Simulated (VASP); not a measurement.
Write the native input for VASP 6.6.1 that does the following.

```yaml
Task: single point
Functional: PBE
Potentials_or_basis: VASP PAW PBE potentials, release 64 (Hf_pv)
Cutoff: 520 eV
k_mesh: 10 × 10 × 5
Occupations: fermi-dirac, width 0.05 eV
Spin: no spin polarisation
Dipole_correction: no
Further_INCAR_settings: ALGO = Normal; EDIFF = 1e-06; NBANDS = 17
```

The structure of Hf lies in POSCAR:

```
Hf
1.0
    3.1967000000     -0.0159835000      0.0000000000
   -1.6121921170      2.7764151583      0.0000000000
    0.0000000000      0.0000000000      5.0578000000
Hf
2
Direct
    0.6666666667      0.3333333333      0.7500000000
    0.3333333333      0.6666666667      0.2500000000
```

One way to write it, as run:

INCAR

```
  ALGO = Normal
  EDIFF = 1E-6
  ENCUT = 520
  GGA = PE
  ISIF = 2
  ISMEAR = -1
  LASPH = T
  LCHARG = T
  LELF = T
  LREAL = F
  LVHAR = T
  LWAVE = F
  NBANDS = 17
  NELM = 100
  PREC = Accurate
  SIGMA = 0.05
```

KPOINTS

```
k-points
0
Gamma
  10 10 5
```

Potentials or basis: VASP PAW PBE potentials, release 64 (Hf_pv).

Run with:

```sh
$ cat potpaw_PBE.64/Hf_pv/POTCAR > POTCAR
$ mpirun -np 1 vasp_std > vasp.out
```

It gave:

```
Pressure               : 0.2 GPa
Largest force          : 0.025 eV/Å
Band gap on the k mesh : zero (band 10 reaches 6.01 eV, above the bottom of band 11 at 4.58 eV)
```

Caveat: spin-orbit coupling is left out, which moves the levels of the heavy elements.

It took 57 s on 1 thread of Intel Xeon 6975P-C (shared host), peak memory 0.23 GiB.
